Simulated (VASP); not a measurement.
# TiO2 (I4_1/amd) in VASP: single point with r2SCAN

Aim: the single point of TiO2 with r2SCAN.

Everything below comes from runs of VASP 6.6.1. Logs are shortened: lines on timing, memory, paths and dates and some standing lists are left out, and cuts for length are marked.

**1. The cell of the first run**

The structure is tetragonal, space group I4_1/amd (No. 141). Conventional cell: a = 3.789 Å, b = 3.789 Å, c = 9.537 Å, α = 90.00°, β = 90.00°, γ = 90.00°. Within 2.6 Å of Ti (site symmetry -4m2) lie 6 O at 1.94 to 1.98 Å. O (site symmetry 2mm) has 3 Ti at 1.94 to 1.98 Å and 2 O at 2.47 Å within 2.6 Å.

**2. Single point, r2SCAN, collinear spin**

POSCAR

```
TiO2
1.0
   -1.8946000000      1.8946000000      4.7685000000
    1.8946000000     -1.8946000000      4.7685000000
    1.8946000000      1.8946000000     -4.7685000000
Ti O
2 4
Direct
    0.0000000000      0.0000000000      0.0000000000
    0.7500000000      0.2500000000      0.5000000000
    0.2079000000      0.2079000000      0.0000000000
    0.9579000000      0.4579000000      0.5000000000
    0.5421000000      0.0421000000      0.5000000000
    0.7921000000      0.7921000000      0.0000000000
```

INCAR.step1

```
PREC = Accurate ; ENCUT = 520
ISMEAR = -1 ; SIGMA = 0.1
LREAL = False ; LASPH = True
NELM = 150 ; ISPIN = 2
MAGMOM = 1 1 0 0 0 0 ; LMAXMIX = 4
NBANDS = 37 ; ISYM = 0
GGA = PE ; ALGO = Normal
EDIFF = 1E-4 ; LWAVE = True
LCHARG = False
```

INCAR.step2

```
PREC = Accurate ; ENCUT = 520
EDIFF = 1E-6 ; ISMEAR = -1
SIGMA = 0.1 ; LREAL = False
LASPH = True ; NELM = 150
ALGO = Normal ; ISIF = 2
LWAVE = False ; LCHARG = False
ISPIN = 2 ; MAGMOM = 1 1 0 0 0 0
LORBIT = 11 ; LMAXMIX = 4
METAGGA = R2SCAN ; LMIXTAU = True
NBANDS = 37 ; ISYM = 0
ISTART = 1
```

KPOINTS

```
Automatic mesh
0
Gamma
  5 5 7
```

Potentials or basis: VASP PAW PBE potentials, release 64 (Ti_sv, O).

Started as:

```bash
cat potpaw_PBE.64/Ti_sv/POTCAR potpaw_PBE.64/O/POTCAR > POTCAR
cp INCAR.step1 INCAR
mpirun -np 1 vasp_std > vasp.out
cp INCAR.step2 INCAR
mpirun -np 1 vasp_std > vasp.out
```

OUTCAR:

```text
PREC = Accurate
   ENCUT = 520
   EDIFF = 1E-6
   ISMEAR = -1
   LREAL = False
   LASPH = True
   NELM = 150
   ISIF = 2
   ISPIN = 2
   LORBIT = 11
   METAGGA = R2SCAN
   ISYM = 0
   ISTART = 1

 ion  position               nearest neighbor table
   1  0.000  0.000  0.000-   4 1.94   5 1.94   5 1.94   4 1.94   3 1.98   6 1.98
   2  0.750  0.250  0.500-   3 1.94   6 1.94   6 1.94   3 1.94   4 1.98   5 1.98
   3  0.208  0.208  0.000-   2 1.94   2 1.94   1 1.98
   4  0.958  0.458  0.500-   1 1.94   1 1.94   2 1.98
   5  0.542  0.042  0.500-   1 1.94   1 1.94   2 1.98
   6  0.792  0.792  0.000-   2 1.94   2 1.94   1 1.98

IMPORTANT INFORMATION: All symmetrisations will be switched off!
NOSYMM: (Re-)initialisation of all symmetry stuff for point group C_1.

----------------------------------------------------------------------------------------

                                     Primitive cell

  volume of cell :      68.4663

  direct lattice vectors                    reciprocal lattice vectors
    -1.894600000  1.894600000  4.768500000     0.000000000  0.263907949  0.104854776
     1.894600000 -1.894600000  4.768500000     0.263907949  0.000000000  0.104854776
     1.894600000  1.894600000 -4.768500000     0.263907949  0.263907949  0.000000000

  length of vectors
     5.469699313  5.469699313  5.469699313     0.283975227  0.283975227  0.373222201

  position of ions in fractional coordinates (direct lattice)
     0.000000000  0.000000000  0.000000000
     0.750000000  0.250000000  0.500000000
     0.207900000  0.207900000  0.000000000
     0.957900000  0.457900000  0.500000000
     0.542100000  0.042100000  0.500000000
     0.792100000  0.792100000  0.000000000

  ion indices of the primitive-cell ions
   primitive index   ion index
                 1           1
                 2           2
                 3           3
                 4           4
                 5           5
                 6           6

----------------------------------------------------------------------------------------

 KPOINTS: Automatic mesh

Automatic generation of k-mesh.
 Grid dimensions read from file:
 generate k-points for:    5    5    7

 Generating k-lattice:

  Cartesian coordinates                     Fractional coordinates (reciprocal lattice)
     0.000000000  0.052781590  0.020970955     0.200000000  0.000000000  0.000000000
     0.052781590  0.000000000  0.020970955     0.000000000  0.200000000  0.000000000
     0.037701136  0.037701136  0.000000000     0.000000000  0.000000000  0.142857143

  Length of vectors
     0.056795045  0.056795045  0.053317457

  Shift w.r.t. Gamma in fractional coordinates (k-lattice)
     0.000000000  0.000000000  0.000000000

 -----------------------------------------------------------------------------
|                                                                             |
|           W    W    AA    RRRRR   N    N  II  N    N   GGGG   !!!           |
|           W    W   A  A   R    R  NN   N  II  NN   N  G    G  !!!           |
|           W    W  A    A  R    R  N N  N  II  N N  N  G       !!!           |
|           W WW W  AAAAAA  RRRRR   N  N N  II  N  N N  G  GGG   !            |
|           WW  WW  A    A  R   R   N   NN  II  N   NN  G    G                |
|           W    W  A    A  R    R  N    N  II  N    N   GGGG   !!!           |
|                                                                             |
|     Your reciprocal lattice and k-lattice belong to different lattice       |
|     classes:                                                                |
|                                                                             |
|        The reciprocal lattice is body-centered tetragonal,                  |
|        whereas your k-lattice is base-centered monoclinic.                  |
|                                                                             |
|     Results are often still useful ...                                      |
|                                                                             |
 -----------------------------------------------------------------------------

 WARNING: IBZKPT: internal override: KBLOWUP is changed to .FALSE.
      ... skipping the blow-up phase ...

 Subroutine IBZKPT returns following result:
 ===========================================

 Found     88 irreducible k-points:

 Following reciprocal coordinates:
            Coordinates               Weight
  0.000000  0.000000  0.000000      1.000000
  0.200000 -0.000000  0.000000      2.000000
  0.400000 -0.000000  0.000000      2.000000
 -0.000000  0.200000  0.000000      2.000000
  0.200000  0.200000  0.000000      2.000000
  0.400000  0.200000  0.000000      2.000000
[... 16 lines left out ...]
 -0.200000  0.200000  0.142857      2.000000
 -0.000000  0.400000  0.142857      2.000000
 [... further k-points ...]
   k-points           NKPTS =     88   k-points in BZ     NKDIM =     88   number of bands    NBANDS=     37
   number of dos      NEDOS =    301   number of ions     NIONS =      6
   total plane-waves  NPLWV =  74088
   dimension x,y,z NGX =    42 NGY =   42 NGZ =   42
   dimension x,y,z NGXF=    84 NGYF=   84 NGZF=   84
   ions per type =               2   4
   NGX,Y,Z   is equivalent  to a cutoff of  12.77, 12.77, 12.77 a.u.
   NGXF,Y,Z  is equivalent  to a cutoff of  25.53, 25.53, 25.53 a.u.
 SYSTEM =  unknown system
   PREC   = accura    normal or accurate (medium, high low for compatibility)
   ISTART =      1    job   : 0-new  1-cont  2-samecut
   ICHARG =      0    charge: 1-file 2-atom 10-const
   ISPIN  =      2    spin polarized calculation?
   LNONCOLLINEAR =      F non collinear calculations
   LSORBIT =      F    spin-orbit coupling
   LASPH  =      T    aspherical Exc in radial PAW
   ENCUT  =  520.0 eV  38.22 Ry    6.18 a.u.  10.17 10.17 10.17*2*pi/ulx,y,z
   NELM   =    150;   NELMIN=  2; NELMDL=  0     # of ELM steps
   EDIFF  = 0.1E-05   stopping-criterion for ELM
   LREAL  =      F    real-space projection
   EDIFFG = 0.1E-04   stopping-criterion for IOM
   NSW    =      0    number of steps for IOM
   IBRION =     -1    ionic relax: 0-MD 1-quasi-New 2-CG
   NFREE  =      0    steps in history (QN), initial steepest desc. (CG)
   ISIF   =      2    stress and relaxation
   ISYM   =      0    0-nonsym 1-usesym 2-fastsym
   POTIM  = 0.5000    time-step for ionic-motion
   TEBEG  =    0.0;   TEEND  =   0.0 temperature during run
   PSTRESS=    0.0 pullay stress
   NELECT =      48.0000    total number of electrons
   NUPDOWN=      -1.0000    fix difference up-down
   EMIN   =  10.00;   EMAX   =-10.00  energy-range for DOS
   EFERMI =   0.00;   METHOD = LEGACY
   ISMEAR =    -1;   SIGMA  =   0.10  broadening in eV -4-tet -1-fermi 0-gaus
   EFERMI_NEDOS =   21; number of points for ismear=-14 and -15
   IALGO  =     38    algorithm
   IMIX   =      4    mixing-type and parameters
     AMIX     =   0.40;   BMIX     =  1.00
     AMIX_MAG =   1.60;   BMIX_MAG =  1.00
  volume/ion in A,a.u.               =      11.41        77.01
  Fermi-wavevector in a.u.,A,eV,Ry     =   1.454330  2.748285 28.777352  2.115076
  Thomas-Fermi vector in A             =   2.571493
   LORBIT       =     11    0 simple, 1 ext, 2 COOP (PROOUT), +10 PAW based schemes
   METAGGA = R2SCAN    functional components
   LHFCALC =     F    Hartree Fock is set to
   AEXX    =    0.0000 exact exchange contribution
   IVDW    =     0    specifies the selected vdW correction
   LEPSILON=     F    determine dielectric tensor
   LRPA    =     F    only Hartree local field effects (RPA)
 spin polarized calculation
  energy-cutoff  :      520.00
  volume of cell :       68.47
 maximum number of plane-waves:      1859
 NGX is ok and might be reduce to    42
   NGX = 21   NGY = 21   NGZ = 21

 number of electron      47.9999990 magnetization      -0.0000000

 number of electron      47.9999990 magnetization       0.0000000

 Free energy of the ion-electron system (eV)
  ---------------------------------------------------
  ext. energy  EPLUGINS =         0.00000000
  ---------------------------------------------------
  free energy    TOTEN  =       -69.85871727 eV

  energy without entropy =      -69.85871671  energy(sigma->0) =      -69.85871699

 E-fermi :   4.3799     XC(G=0): -11.4413

 val. band max:        3.0119674246   @ k =   0.0000   0.0000   0.4286
 cond. band min:       5.5296667146   @ k =   0.0000   0.0000   0.0000
 fundamental gap:      2.5176992900
 Fermi energy:         4.3798942738

 spin component 1

 k-point     1 :       0.0000    0.0000    0.0000
  band No.  band energies     occupation
      1     -55.5974      1.00000
      2     -55.5374      1.00000
      3     -31.0141      1.00000
      4     -30.7655      1.00000
      5     -30.7655      1.00000
      6     -30.6947      1.00000
[... 925 lines left out ...]
     35      14.4171      0.00000
     36      15.0943      0.00000

 [... further k-points ...]

 spin component 2

 k-point     1 :       0.0000    0.0000    0.0000
  band No.  band energies     occupation
      1     -55.5974      1.00000
      2     -55.5374      1.00000
      3     -31.0141      1.00000
      4     -30.7655      1.00000
      5     -30.7655      1.00000
      6     -30.6947      1.00000
[... 925 lines left out ...]
     35      14.4171      0.00000
     36      15.0943      0.00000

 [... further k-points ...]

 [bands above 36 left out]

------------------------ aborting loop because EDIFF is reached ----------------------------------------

  FORCE on cell =-STRESS in cart. coord.  units (eV):
  Direction    XX          YY          ZZ          XY          YZ          ZX
  --------------------------------------------------------------------------------------
  -------------------------------------------------------------------------------------
  Total        0.1905222      0.1905345      0.5138432     -0.0000080     -0.0000559     -0.0000559
  in kB        4.4584020      4.4586919     12.0244265     -0.0001878     -0.0013076     -0.0013090
  external PRESSURE =       6.9805068 kB  Pullay stress =       0.0000000 kB

 VOLUME and BASIS-vectors are now :
 -----------------------------------------------------------------------------
  energy-cutoff  :      520.00
  volume of cell :       68.47
      direct lattice vectors                 reciprocal lattice vectors
    -1.894600000  1.894600000  4.768500000     0.000000000  0.263907949  0.104854776
     1.894600000 -1.894600000  4.768500000     0.263907949  0.000000000  0.104854776
     1.894600000  1.894600000 -4.768500000     0.263907949  0.263907949  0.000000000

 POSITION                                       TOTAL-FORCE (eV/Angst)
 -----------------------------------------------------------------------------------
      0.00000      0.00000      0.00000        -0.000027     -0.000022     -0.000002
      0.00000      1.89460      2.38425        -0.000071      0.000022      0.000002
      0.00000      0.00000      1.98274         0.000017      0.000007      0.024778
      0.00000      1.89460      4.36699         0.000061      0.000023      0.024779
      0.00000      1.89460      0.40151        -0.000028     -0.000007     -0.024778
      0.00000      0.00000      7.55426         0.000048     -0.000023     -0.024779
 -----------------------------------------------------------------------------------
    total drift:                               -0.000000      0.000000      0.000000

  FREE ENERGIE OF THE ION-ELECTRON SYSTEM (eV)
  ---------------------------------------------------
  free  energy   TOTEN  =       -69.8587172733 eV

  energy  without entropy=      -69.8587167123  energy(sigma->0) =      -69.85871699

 total charge

# of ion       s       p       d       tot
------------------------------------------
    1        2.220   6.298   1.676  10.195
    2        2.220   6.298   1.676  10.195
    3        1.577   3.533   0.000   5.109
    4        1.577   3.533   0.000   5.109
    5        1.577   3.533   0.000   5.109
    6        1.577   3.533   0.000   5.109
--------------------------------------------------
tot         10.746  26.728   3.352  40.827

 magnetization (x)

# of ion       s       p       d       tot
------------------------------------------
    1       -0.000   0.000   0.000   0.000
    2        0.000  -0.000   0.000   0.000
    3       -0.000  -0.000   0.000  -0.000
    4       -0.000  -0.000   0.000  -0.000
    5       -0.000  -0.000   0.000  -0.000
    6        0.000  -0.000   0.000  -0.000
--------------------------------------------------
tot          0.000  -0.000   0.000  -0.000
```

It took 1.7 h on 1 thread of Oxide Virtual Turin-like, shared host; peak memory 0.52 GiB.

What came out:

| Quantity | Value |
| --- | --- |
| Free energy | -69.8587 eV |
| Pressure | 0.7 GPa |
| Largest force | 0.025 eV/Å |
| Band gap on the k mesh | 2.52 eV (least direct gap 2.97 eV) |
| Net moment | 0.00 μB per cell |
| Valence electrons inside the program's atomic spheres | Ti 10.20; O 5.11 |

Forces on the atoms (eV/Å):
```
Ti   0.000  0.000  0.000
Ti   0.000  0.000  0.000
O    0.000  0.000  0.025
O    0.000  0.000  0.025
O    0.000  0.000 -0.025
O    0.000  0.000 -0.025
```

Stress tensor (GPa, compression positive):
```
0.45 0.00 0.00
0.00 0.45 0.00
0.00 0.00 1.20
```

Levels at points of the mesh, in eV from the valence-band top:
Spin up:
| k point | band 21 | band 22 | band 23 | band 24 | band 25 | band 26 | band 27 | band 28 |
| --- | --- | --- | --- | --- | --- | --- | --- | --- |
| (0.00, 0.00, 0.00) | -0.79 | -0.79 | -0.49 | -0.49 | 2.52 | 3.25 | 4.40 | 4.40 |
Spin down:
```
           k point  band 22  band 23  band 24  band 25  band 26  band 27
(0.00, 0.00, 0.00)    -0.79    -0.49    -0.49     2.52     3.25     4.40
```

Caveat: the PAW data sets were made with another functional, which shifts forces and pressure a little.
